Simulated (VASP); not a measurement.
Here is a VASP 6.6.1 calculation.

Contents of POSCAR:

```
SiC
1.0
    0.0000000000      2.1790000000      2.1790000000
    2.1790000000      0.0000000000      2.1790000000
    2.1790000000      2.1790000000      0.0000000000
Si C
1 1
Direct
    0.0000000000      0.0000000000      0.0000000000
    0.2500000000      0.2500000000      0.2500000000
```

Contents of INCAR.step1:

```
ALGO     = Normal         # electronic algorithm
EDIFF    = 1E-5           # SCF threshold, eV
ENCUT    = 600            # plane-wave cutoff, eV
GGA      = PE             # functional
ISMEAR   = 0              # smearing method
LASPH    = T              # aspherical terms in the spheres
LCHARG   = F              # write CHGCAR
LREAL    = F              # projectors in reciprocal space
LWAVE    = T              # write WAVECAR
NBANDS   = 11             # bands
NELM     = 60             # most SCF steps
PREC     = Accurate       # precision mode
SIGMA    = 0.02           # smearing width, eV
```

Contents of INCAR.step2:

```
ALGO     = Normal         # electronic algorithm
EDIFF    = 1E-6           # SCF threshold, eV
EDIFFG   = -0.005         # ionic threshold
ENCUT    = 600            # plane-wave cutoff, eV
GGA      = PE             # functional
HFSCREEN = 0.2079         # screening, 1/A
IBRION   = 2              # ionic algorithm
ISIF     = 3              # what is computed and relaxed
ISMEAR   = 0              # smearing method
ISTART   = 1            
LASPH    = T              # aspherical terms in the spheres
LCHARG   = F              # write CHGCAR
LHFCALC  = T              # exact exchange
LREAL    = F              # projectors in reciprocal space
LWAVE    = F              # write WAVECAR
NELM     = 60             # most SCF steps
NSW      = 100            # ionic steps
PREC     = Accurate       # precision mode
PRECFOCK = Normal       
SIGMA    = 0.02           # smearing width, eV
```

Contents of KPOINTS:

```
k-points
0
Gamma
  6 6 6
```

Potentials or basis: VASP PAW PBE potentials, release 64 (Si, C).

Launch:

```console
$ cat potpaw_PBE.64/Si/POTCAR potpaw_PBE.64/C/POTCAR > POTCAR
$ cp INCAR.step1 INCAR
$ mpirun -np 1 vasp_std > vasp.out
$ cp INCAR.step2 INCAR
$ mpirun -np 1 vasp_std > vasp.out
```

Question: Predict the space group after relaxing (to 0.1 Å).

Answer: F-43m (No. 216).

Question: Predict the relaxed cell.

Answer: a = 3.073 Å, b = 3.073 Å, c = 3.073 Å, α = 60.00°, β = 60.00°, γ = 60.00°.

Step by step:
| step | energy change (eV) | largest force (eV/Å) | pressure (GPa) | volume (Å³) |
| --- | --- | --- | --- | --- |
| 1 | 0.0000 | 0.0000 | -1.93 | 20.69 |
| 2 | 0.0004 | 0.0000 | 2.27 | 20.32 |
| 3 | -0.0010 | 0.0000 | 0.01 | 20.52 |

Caveat: the PAW data sets were made with another functional, which shifts forces and pressure a little.
